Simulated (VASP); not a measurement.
# Al5Cu (P4/mmm) in VASP: notebook

Runs on Al5Cu. Level: PBE. Tasks: single point, relaxation of cell and atoms.

All numbers are computed with VASP 6.6.1; they aren't measurements. Logs are shortened: lines on timing, memory, paths and dates and some standing lists are left out, and cuts for length are marked.

## Step 1: The cell of the first run

Symmetry: P4/mmm, No. 123, tetragonal system. The conventional cell has a = 2.777 Å, b = 2.777 Å, c = 11.783 Å, α = 90.00°, β = 90.00°, γ = 90.00°. Within 3.7 Å of Al (site symmetry 4mm) lie 12 Al at 2.78 Å. Within 3.7 Å of Al (site symmetry 4/mmm) lie 12 Al at 2.78 Å. Within 3.7 Å of Al (site symmetry 4mm) lie 8 Al at 2.78 Å and 4 Cu at 2.78 Å. Cu (site symmetry 4/mmm) has 4 Cu at 2.78 Å and 8 Al at 2.78 Å within 3.7 Å.

## Step 2: Single point, PBE

Input file INCAR:

```
PREC = Accurate
ENCUT = 520
EDIFF = 1E-6
ISMEAR = 0
SIGMA = 0.1
LREAL = False
LASPH = True
NELM = 80
ALGO = Normal
ISIF = 2
LWAVE = False
LCHARG = False
GGA = PE
NBANDS = 22
```

Input file KPOINTS:

```
regular mesh
0
Gamma
  6 6 2
```

Input file POSCAR:

```
Al5Cu
1.0
    2.7772001600      0.0000000000      0.0000000000
    0.0000000000      2.7772001600      0.0000000000
    0.0000000000      0.0000000000     11.7826624100
Al Cu
5 1
Direct
    0.0000000000      0.0000000000      0.8333333300
    0.5000000000      0.5000000000      0.0000000000
    0.0000000000      0.0000000000      0.1666666700
    0.5000000000      0.5000000000      0.3333333300
    0.5000000000      0.5000000000      0.6666666700
    0.0000000000      0.0000000000      0.5000000000
```

Potentials or basis: VASP PAW PBE potentials, release 64 (Al, Cu).

Started as:

```bash
> cat potpaw_PBE.64/Al/POTCAR potpaw_PBE.64/Cu/POTCAR > POTCAR
> mpirun -np 1 vasp_std > vasp.out
```

OUTCAR:

```text
PREC = Accurate
   ENCUT = 520
   EDIFF = 1E-6
   ISMEAR = 0
   LREAL = False
   LASPH = True
   NELM = 80
   ISIF = 2
   GGA = PE

 ion  position               nearest neighbor table
   1  0.000  0.000  0.833-   5 2.78   5 2.78   5 2.78   5 2.78   2 2.78   2 2.78   2 2.78   2 2.78

   2  0.500  0.500  0.000-   1 2.78   3 2.78   1 2.78   3 2.78   1 2.78   3 2.78   1 2.78   3 2.78

   3  0.000  0.000  0.167-   4 2.78   4 2.78   4 2.78   4 2.78   2 2.78   2 2.78   2 2.78   2 2.78

   4  0.500  0.500  0.333-   3 2.78   3 2.78   3 2.78   3 2.78   6 2.78   6 2.78   6 2.78   6 2.78

   5  0.500  0.500  0.667-   1 2.78   1 2.78   1 2.78   1 2.78   6 2.78   6 2.78   6 2.78   6 2.78

   6  0.000  0.000  0.500-   4 2.78   5 2.78   4 2.78   5 2.78   4 2.78   5 2.78   4 2.78   5 2.78

  LATTYP: Found a simple tetragonal cell.
 ALAT       =     2.7772001600
 C/A-ratio  =     4.2426406925

  Lattice vectors:

 A1 = (   2.7772001600,   0.0000000000,   0.0000000000)
 A2 = (   0.0000000000,   2.7772001600,   0.0000000000)
 A3 = (   0.0000000000,   0.0000000000,  11.7826624100)

Analysis of symmetry for initial positions (statically):
=====================================================================
 Subroutine PRICEL returns:
 Original cell was already a primitive cell.

 Routine SETGRP: Setting up the symmetry group for a
 simple tetragonal supercell.

 Subroutine GETGRP returns: Found 16 space group operations
 (whereof 16 operations were pure point group operations)
 out of a pool of 16 trial point group operations.

The static configuration has the point symmetry D_4h.

Analysis of symmetry for dynamics (positions and initial velocities):
=====================================================================
 Subroutine PRICEL returns:
 Original cell was already a primitive cell.

 Routine SETGRP: Setting up the symmetry group for a
 simple tetragonal supercell.

 Subroutine GETGRP returns: Found 16 space group operations
 (whereof 16 operations were pure point group operations)
 out of a pool of 16 trial point group operations.

The dynamic configuration has the point symmetry D_4h.

 Subroutine INISYM returns: Found 16 space group operations
 (whereof 16 operations are pure point group operations),
 and found     1 'primitive' translations

----------------------------------------------------------------------------------------

                                     Primitive cell

  volume of cell :      90.8778

  direct lattice vectors                    reciprocal lattice vectors
     2.777200160  0.000000000  0.000000000     0.360074875  0.000000000  0.000000000
     0.000000000  2.777200160  0.000000000     0.000000000  0.360074875  0.000000000
     0.000000000  0.000000000 11.782662410     0.000000000  0.000000000  0.084870462

  length of vectors
     2.777200160  2.777200160 11.782662410     0.360074875  0.360074875  0.084870462

  position of ions in fractional coordinates (direct lattice)
     0.000000000  0.000000000  0.833333330
     0.500000000  0.500000000  0.000000000
     0.000000000  0.000000000  0.166666670
     0.500000000  0.500000000  0.333333330
     0.500000000  0.500000000  0.666666670
     0.000000000  0.000000000  0.500000000

  ion indices of the primitive-cell ions
   primitive index   ion index
                 1           1
                 2           2
                 3           3
                 4           4
                 5           5
                 6           6

----------------------------------------------------------------------------------------

 KPOINTS: regular mesh

Automatic generation of k-mesh.
 Grid dimensions read from file:
 generate k-points for:    6    6    2

 Generating k-lattice:

  Cartesian coordinates                     Fractional coordinates (reciprocal lattice)
     0.060012479  0.000000000  0.000000000     0.166666667  0.000000000  0.000000000
     0.000000000  0.060012479  0.000000000     0.000000000  0.166666667  0.000000000
     0.000000000  0.000000000  0.042435231     0.000000000  0.000000000  0.500000000

  Length of vectors
     0.060012479  0.060012479  0.042435231

  Shift w.r.t. Gamma in fractional coordinates (k-lattice)
     0.000000000  0.000000000  0.000000000

 Subroutine IBZKPT returns following result:
 ===========================================

 Found     20 irreducible k-points:

 Following reciprocal coordinates:
            Coordinates               Weight
  0.000000  0.000000  0.000000      1.000000
  0.166667  0.000000  0.000000      4.000000
  0.333333  0.000000  0.000000      4.000000
  0.500000  0.000000  0.000000      2.000000
  0.166667  0.166667  0.000000      4.000000
  0.333333  0.166667  0.000000      8.000000
[... 12 lines left out ...]
  0.500000  0.333333  0.500000      4.000000
  0.500000  0.500000  0.500000      1.000000
   k-points           NKPTS =     20   k-points in BZ     NKDIM =     20   number of bands    NBANDS=     22
   number of dos      NEDOS =    301   number of ions     NIONS =      6
   total plane-waves  NPLWV =  51840
   dimension x,y,z NGX =    24 NGY =   24 NGZ =   90
   dimension x,y,z NGXF=    48 NGYF=   48 NGZF=  180
   ions per type =               5   1
   NGX,Y,Z   is equivalent  to a cutoff of  14.37, 14.37, 12.70 a.u.
   NGXF,Y,Z  is equivalent  to a cutoff of  28.73, 28.73, 25.40 a.u.
 SYSTEM =  unknown system
   PREC   = accura    normal or accurate (medium, high low for compatibility)
   ISTART =      0    job   : 0-new  1-cont  2-samecut
   ICHARG =      2    charge: 1-file 2-atom 10-const
   ISPIN  =      1    spin polarized calculation?
   LNONCOLLINEAR =      F non collinear calculations
   LSORBIT =      F    spin-orbit coupling
   LASPH  =      T    aspherical Exc in radial PAW
   ENCUT  =  520.0 eV  38.22 Ry    6.18 a.u.   5.16  5.16 21.91*2*pi/ulx,y,z
   NELM   =     80;   NELMIN=  2; NELMDL= -5     # of ELM steps
   EDIFF  = 0.1E-05   stopping-criterion for ELM
   LREAL  =      F    real-space projection
[... 7 lines left out ...]
   TEBEG  =    0.0;   TEEND  =   0.0 temperature during run
   PSTRESS=    0.0 pullay stress
   NELECT =      26.0000    total number of electrons
   NUPDOWN=      -1.0000    fix difference up-down
   EMIN   =  10.00;   EMAX   =-10.00  energy-range for DOS
   EFERMI =   0.00;   METHOD = LEGACY
   ISMEAR =     0;   SIGMA  =   0.10  broadening in eV -4-tet -1-fermi 0-gaus
   EFERMI_NEDOS =   21; number of points for ismear=-14 and -15
   IALGO  =     38    algorithm
   IMIX   =      4    mixing-type and parameters
     AMIX     =   0.40;   BMIX     =  1.00
     AMIX_MAG =   1.60;   BMIX_MAG =  1.00
  volume/ion in A,a.u.               =      15.15       102.21
  Fermi-wavevector in a.u.,A,eV,Ry     =   1.078731  2.038507 15.832577  1.163662
  Thomas-Fermi vector in A             =   2.214678
   LORBIT       =      0    0 simple, 1 ext, 2 COOP (PROOUT), +10 PAW based schemes
   GGA     = PE    functional components
   LHFCALC =     F    Hartree Fock is set to
   AEXX    =    0.0000 exact exchange contribution
   IVDW    =     0    specifies the selected vdW correction
   LEPSILON=     F    determine dielectric tensor
   LRPA    =     F    only Hartree local field effects (RPA)
 non-spin polarized calculation
 Gauss-broadening in eV      SIGMA  =   0.10
  energy-cutoff  :      520.00
  volume of cell :       90.88
 maximum number of plane-waves:      2480
 NGX is ok and might be reduce to    24
   NGX = 11   NGY = 11   NGZ = 43

 number of electron      26.0000013 magnetization

 Free energy of the ion-electron system (eV)
  ---------------------------------------------------
  ext. energy  EPLUGINS =         0.00000000
  ---------------------------------------------------
  free energy    TOTEN  =       -22.60866387 eV

  energy without entropy =      -22.59837525  energy(sigma->0) =      -22.60351956

 E-fermi :   8.3791     XC(G=0): -10.6575

 val. band max:        8.2993551902   @ k =   0.1667   0.0000   0.0000
 cond. band min:       8.4217881835   @ k =   0.3333   0.3333   0.0000
 fundamental gap:      0.1224329933
 Fermi energy:         8.3791248188

 k-point     1 :       0.0000    0.0000    0.0000
  band No.  band energies     occupation
      1      -3.1137      2.00000
      2      -2.1384      2.00000
      3      -1.3834      2.00000
      4       1.2845      2.00000
      5       1.5811      2.00000
      6       4.4515      2.00000
[... 14 lines left out ...]
     21      16.2041      0.00000
     22      16.3356      0.00000

 k-point     2 :       0.1667    0.0000    0.0000
  band No.  band energies     occupation
      1      -2.5820      2.00000
      2      -1.6151      2.00000
      3      -0.8509      2.00000
      4       1.7606      2.00000
      5       2.1085      2.00000
      6       4.5421      2.00000
[... 14 lines left out ...]
     21      15.9533      0.00000
     22      16.6038      0.00000

 k-point     3 :       0.3333    0.0000    0.0000
  band No.  band energies     occupation
      1      -1.0015      2.00000
      2      -0.0629      2.00000
      3       0.7163      2.00000
      4       3.0524      2.00000
      5       3.5846      2.00000
      6       4.6586      2.00000
[... 14 lines left out ...]
     21      16.1328      0.00000
     22      16.4348      0.00000
[... 376 lines left out ...]
 k-point    19 :       0.5000    0.3333    0.5000
  band No.  band energies     occupation
      1       3.5354      2.00000
      2       3.6236      2.00000
      3       3.7449      2.00000
      4       4.0997      2.00000
      5       4.3260      2.00000
      6       4.5786      2.00000
[... 14 lines left out ...]
     21      11.0168      0.00000
     22      12.0019      0.00000

 k-point    20 :       0.5000    0.5000    0.5000
  band No.  band energies     occupation
      1       3.8909      2.00000
      2       4.3998      2.00000
      3       4.3998      2.00000
      4       5.0877      2.00000
      5       5.6266      2.00000
      6       5.6266      2.00000
[... 14 lines left out ...]
     21      11.3534      0.00000
     22      12.2339      0.00000

------------------------ aborting loop because EDIFF is reached ----------------------------------------

  FORCE on cell =-STRESS in cart. coord.  units (eV):
  Direction    XX          YY          ZZ          XY          YZ          ZX
  --------------------------------------------------------------------------------------
  -------------------------------------------------------------------------------------
  Total        2.0334443      2.0334443      0.6637872      0.0000000      0.0000000      0.0000000
  in kB       35.8496628     35.8496628     11.7025818      0.0000000      0.0000000      0.0000000
  external PRESSURE =      27.8006358 kB  Pullay stress =       0.0000000 kB

 VOLUME and BASIS-vectors are now :
 -----------------------------------------------------------------------------
  energy-cutoff  :      520.00
  volume of cell :       90.88
      direct lattice vectors                 reciprocal lattice vectors
     2.777200160  0.000000000  0.000000000     0.360074875  0.000000000  0.000000000
     0.000000000  2.777200160  0.000000000     0.000000000  0.360074875  0.000000000
     0.000000000  0.000000000 11.782662410     0.000000000  0.000000000  0.084870462

 POSITION                                       TOTAL-FORCE (eV/Angst)
 -----------------------------------------------------------------------------------
      0.00000      0.00000      9.81889         0.000000     -0.000000     -0.172255
      1.38860      1.38860      0.00000         0.000000     -0.000000      0.000000
      0.00000      0.00000      1.96378        -0.000000     -0.000000      0.172255
      1.38860      1.38860      3.92755         0.000000      0.000000      0.754604
      1.38860      1.38860      7.85511        -0.000000      0.000000     -0.754604
      0.00000      0.00000      5.89133         0.000000     -0.000000      0.000000
 -----------------------------------------------------------------------------------
    total drift:                                0.000000      0.000000      0.000000

  FREE ENERGIE OF THE ION-ELECTRON SYSTEM (eV)
  ---------------------------------------------------
  free  energy   TOTEN  =       -22.6086638726 eV

  energy  without entropy=      -22.5983752452  energy(sigma->0) =      -22.60351956
```

Wall time 42 s (1 thread of Intel Xeon Platinum 8259CL at 2.50GHz (Skylake/Cascade Lake), shared host); peak memory 0.22 GiB.

What came out:

```yaml
Free_energy: -22.6087 eV
Pressure: 2.8 GPa
Largest_force: 0.755 eV/Å
Band_gap_on_the_k_mesh: zero (bands 13 and 14 overlap by 6.65 eV)
```

Forces in eV/Å, atoms in the order of the input:
```
Al   0.000  0.000 -0.172
Al   0.000  0.000  0.000
Al   0.000  0.000  0.172
Al   0.000  0.000  0.755
Al   0.000  0.000 -0.755
Cu   0.000  0.000  0.000
```

Caveat: the k points lie up to 0.38 Å⁻¹ apart, too coarse for converged energies and pressures of a metal.

[end of part 1 of 2]

The gap in the log of VASP goes by the Fermi energy; the results here count the filled bands.